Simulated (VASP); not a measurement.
A run of VASP 6.6.1:

Contents of INCAR:

```
PREC = Accurate ; ENCUT = 520
EDIFF = 1E-6 ; ISMEAR = -1
SIGMA = 0.05 ; LREAL = False
LASPH = True ; NELM = 80
ALGO = Normal ; ISIF = 2
LWAVE = False ; LCHARG = False
GGA = PE ; NBANDS = 16
```

File KPOINTS:

```
regular mesh
0
Gamma
  8 8 8
```

File POSCAR:

```
InSe
1.0
    3.6320400000      0.0000000000      0.0000000000
    0.0000000000      3.6320400000      0.0000000000
    0.0000000000      0.0000000000      3.6320400000
In Se
1 1
Direct
    0.5000000000      0.5000000000      0.5000000000
    0.0000000000      0.0000000000      0.0000000000
```

Potentials or basis: VASP PAW PBE potentials, release 64 (In_d, Se).

The run is started by

```console
$ cat potpaw_PBE.64/In_d/POTCAR potpaw_PBE.64/Se/POTCAR > POTCAR
$ mpirun -np 1 vasp_std > vasp.out
```

Hardware: 1 thread of Intel Xeon 8259CL (shared host).

Task: How long does it take, and how much memory?

Result: Wall time 42 s on 1 thread of Intel Xeon 8259CL, with other jobs on the host, peak memory 0.17 GiB. Counts: scf iterations 13, k points 35.
